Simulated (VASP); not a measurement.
Write the native input for VASP 6.6.1 that does the following.

```
Task                   : single point
Functional             : PBE
Potentials or basis    : VASP PAW PBE potentials, release 64 (Ta_pv, F)
Cutoff                 : 520 eV
k mesh                 : 14 × 14 × 6
Occupations            : gaussian, width 0.1 eV
Spin                   : no spin polarisation
Dipole correction      : no
Further INCAR settings : ALGO = Normal; EDIFF = 1e-06; NBANDS = 26
```

The structure of TaF lies in POSCAR:

```
TaF
1.0
    2.4317587515     -1.5252744875      0.0146092523
    2.4317587515      1.5252744875      0.0146092523
   -1.5824476822      0.0000000000      7.7965048221
Ta F
2 2
Direct
    0.8256876027      0.8256876027      0.1524644304
    0.1743123973      0.1743123973      0.8475355696
    0.2262524340      0.2262524340      0.3376645511
    0.7737475660      0.7737475660      0.6623354489
```

One way to write it, as run:

INCAR

```
PREC = Accurate ; ENCUT = 520
EDIFF = 1E-6 ; ISMEAR = 0
SIGMA = 0.1 ; LREAL = False
LASPH = True ; NELM = 80
ALGO = Normal ; ISIF = 2
LWAVE = False ; LCHARG = False
GGA = PE ; NBANDS = 26
```

KPOINTS

```
Automatic mesh
0
Gamma
  14 14 6
```

Potentials or basis: VASP PAW PBE potentials, release 64 (Ta_pv, F).

The run is started by

```console
$ cat potpaw_PBE.64/Ta_pv/POTCAR potpaw_PBE.64/F/POTCAR > POTCAR
$ mpirun -np 1 vasp_std > vasp.out
```

Results of the run:

| Item | Value |
| --- | --- |
| Pressure | 2.2 GPa |
| Largest force | 0.047 eV/Å |
| Band gap on the k mesh | zero (bands 18 and 19 overlap by 1.11 eV) |

Caveat: spin-orbit coupling is left out, which moves the levels of the heavy elements.

It took 8.8 min on 1 thread of Intel Xeon 8259CL, with other jobs on the host, peak memory 0.5 GiB.
